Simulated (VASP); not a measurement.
A run of VASP 6.6.1 is set up as follows.

Contents of INCAR:

```
SYSTEM = ZnO
ALGO = Normal
EDIFF = 1E-6
ENCUT = 520
GGA = PE
ISIF = 2
ISMEAR = -1
LASPH = .True.
LCHARG = .False.
LREAL = .False.
LWAVE = .False.
NBANDS = 26
NELM = 100
PREC = Accurate
SIGMA = 0.02
```

File KPOINTS:

```
k-points
0
Gamma
  12 12 6
  0 0 0
```

Contents of POSCAR:

```
ZnO
1.0
    3.3888595327      0.0000000000      0.0000000000
   -1.6944297663      2.9588047637      0.0000000000
    0.0000000000      0.0000000000      4.4775676808
Zn O
2 2
Direct
    0.3339543485      0.6679086970      0.2500000000
    0.6660456515      0.3320913030      0.7500000000
    0.6658846635      0.3317693270      0.2500000000
    0.3341153365      0.6682306730      0.7500000000
```

Potentials or basis: VASP PAW PBE potentials, release 64 (Zn, O).

Command:

```bash
$ cat potpaw_PBE.64/Zn/POTCAR potpaw_PBE.64/O/POTCAR > POTCAR
$ mpirun -np 1 vasp_std > vasp.out
```

Q: Estimate the largest force.

A: 0.004 eV/Å.

Q: Predict the band gap on the k mesh.

A: 1.04 eV (least direct gap 1.05 eV).

Q: What does it give for the pressure?

A: 9.2 GPa.

Forces on the atoms (eV/Å):
```
Zn   0.000  0.002  0.000
Zn   0.000 -0.002  0.000
O    0.000 -0.004  0.000
O    0.000  0.004  0.000
```

Caveat: the cell differs from its parent crystal (uniaxial x strain -0.8%); the cell stands under pressure. A k mesh can miss the band edges.
